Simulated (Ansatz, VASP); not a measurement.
## Two plane-wave programs on SnO

Contents of INCAR:

```
SYSTEM = SnO
ALGO = Normal
EDIFF = 1E-6
EDIFFG = -0.01
ENCUT = 600
GGA = PE
IBRION = 2
ISIF = 3
ISMEAR = 0
LASPH = .TRUE.
LCHARG = .FALSE.
LREAL = .FALSE.
LWAVE = .FALSE.
NELM = 100
NSW = 80
PREC = Accurate
SIGMA = 0.02
```

Contents of KPOINTS:

```
k-points
0
G
  10 10 10
  0 0 0
```

POSCAR

```
SnO
1.0
    0.0000000000      2.5570207472      2.5570207472
    2.5570207472      0.0000000000      2.5570207472
    2.5570207472      2.5570207472      0.0000000000
Sn O
1 1
Direct
    0.0000000000      0.0000000000      0.0000000000
    0.5000000000      0.5000000000      0.5000000000
```

Input for Ansatz:

```yaml
crystal:
  lattice:
    - [0.0, 2.5570207472, 2.5570207472]
    - [2.5570207472, 0.0, 2.5570207472]
    - [2.5570207472, 2.5570207472, 0.0]
  atoms:
    - { symbol: Sn, position: [0.0, 0.0, 0.0] }
    - { symbol: O, position: [0.5, 0.5, 0.5] }
basis:
  ecutwfc: 420
kpoints:
  mp_grid: { grid: [10, 10, 10] }
hamiltonian:
  xc: pbe
scf:
  occupations: { method: gaussian, width: 0.02 }
output:
  forces: true
  stress: true
  eigenvalues: true
relax:
  adjacent_minimum: "off"
  f_tol: 0.01
  max_steps: 60
  cell: { stress_tol: 0.1 }
```

Alike in both runs: task relaxation of cell and atoms; functional PBE; k mesh 10 × 10 × 10; occupations gaussian, width 0.02 eV; no spin polarisation.

```csv
,VASP,Ansatz
version,VASP 6.6.1,Ansatz 0.2.0
potentials or method,"VASP PAW PBE potentials, release 64 (Sn_d, O), cutoff 600 eV","scalar-relativistic, plane waves, PAW"
valence electrons in the cell,20,20
```

|  | VASP | Ansatz | Ansatz less VASP |
| --- | --- | --- | --- |
| gap on the k mesh at the Fermi level, each at its own relaxed structure (eV) | 0.69 | 0.69 | 0.000 |
| relaxed volume (Å³/atom) | 16.75 | 16.76 | +0.006 |
| relaxed cell length with the largest relative difference (Å) | 3.619 | 3.619 | +0.0005 |
